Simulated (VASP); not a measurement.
Wanted: the native input for a VASP 6.6.1 run.

| Item | Value |
| --- | --- |
| Task | single point |
| Functional | PBE |
| Potentials or basis | VASP PAW PBE potentials, release 64 (Cr_pv, As) |
| Cutoff | 520 eV |
| k mesh | 3 × 3 × 3 |
| Occupations | gaussian, width 0.1 eV |
| Spin | collinear spin, ferrimagnetic start |
| Starting moments | [3.0, -3.0, 3.0, 0.0, 0.0, 0.0, 0.0] μB |
| Dipole correction | no |
| Further INCAR settings | ALGO = Normal; EDIFF = 1e-06; NBANDS = 41 |

The structure of Cr3As4 lies in POSCAR:

```
Cr3As4
1.0
    3.4508969500      1.9923762800      3.8985316300
   -3.4508969500      1.9923762800      3.8985316300
    0.0000000000     -3.9847525600      3.8985316300
Cr As
3 4
Direct
    0.5000000000      0.5000000000      0.0000000000
    0.0000000000      0.5000000000      0.5000000000
    0.5000000000      0.0000000000      0.5000000000
    0.0000000000      0.0000000000      0.0000000000
    0.0000000000      0.0000000000      0.5000000000
    0.5000000000      0.0000000000      0.0000000000
    0.0000000000      0.5000000000      0.0000000000
```

The cell was built from a structure type or drawn by symmetry, and may not be a known phase.

One way to write it, as run:

INCAR

```
SYSTEM = Cr3As4
PREC = Accurate
ENCUT = 520
EDIFF = 1E-6
ISMEAR = 0
SIGMA = 0.1
LREAL = .False.
LASPH = .True.
NELM = 150
ALGO = Normal
ISIF = 2
LWAVE = .False.
LCHARG = .False.
ISPIN = 2
MAGMOM = 3 -3 3 0 0 0 0
LORBIT = 11
LMAXMIX = 4
GGA = PE
NBANDS = 41
```

KPOINTS

```
Automatic mesh
0
Gamma
  3 3 3
  0 0 0
```

Potentials or basis: VASP PAW PBE potentials, release 64 (Cr_pv, As).

The run is started by

```console
$ cat potpaw_PBE.64/Cr_pv/POTCAR potpaw_PBE.64/As/POTCAR > POTCAR
$ mpirun -np 1 vasp_std > vasp.out
```

It gave:

* Pressure: -8.0 GPa
* Net moment: 4.15 μB per cell
* Site moments: Cr +3.78, -3.77 (each value once); As +0.02, +0.01, -0.12 (each value once) μB
* Valence electrons inside the program's atomic spheres: Cr 10.44, 10.45 (each value once); As 2.62, 2.67 (each value once)

Caveat: the k points lie up to 0.39 Å⁻¹ apart.

Run time: 4.6 min on 1 thread of AMD EPYC 7R43 64-Core Processor (Zen 3), on a shared host, peak memory 0.31 GiB.
